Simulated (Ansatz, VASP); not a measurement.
HfSi2O6: VASP beside Ansatz

```
Hf Si O
1.0
     4.95474   -2.50450   -0.00075
     4.95474    2.50450   -0.00075
    -0.17732    0.00000    5.87811
Hf Si O
1 2 6
Cartesian
  4.9547 0.2103 -0.0007
  7.3467 1.1685 3.8499
  2.3854 1.1685 2.0267
  6.0123 -0.9054 1.1906
  2.2043 -0.3818 2.5317
  3.7198 -0.9054 4.6860
  3.7044 1.2640 1.0724
  7.5279 -0.3818 3.3449
  6.0278 1.2640 4.8042
```

Alike in both runs: functional PBE; k mesh 6 × 6 × 4; no spin polarisation.

Ansatz relaxed the structure, and its values are those at the end. VASP's run is a single point on that final structure, the one shown.

```csv
,VASP,Ansatz
version,VASP 6.6.1,Ansatz 0.2.0
potentials or method,"VASP PAW PBE potentials, release 64 (Hf_pv, Si, O), cutoff 520 eV","scalar-relativistic, plane waves, PAW"
occupations,"gaussian, width 0.01 eV",fixed
valence electrons in the cell,54,70
```

|  | VASP | Ansatz | Ansatz less VASP |
| --- | --- | --- | --- |
| gap on the k mesh at the Fermi level (eV) | 5.03 | 5.03 | 0.000 |
| least direct gap on the mesh (eV) | 5.29 | 5.29 | -0.001 |
| pressure (GPa) | -0.4 | 0.0 | +0.38 |
| rms of the force components (eV/Å) | 0.073 | 0.000 | -0.0734 |

VASP's potentials hold 54 valence electrons a cell and Ansatz's 70, so a difference there can come from the potentials and not from the codes.

Spin-orbit coupling is off throughout.
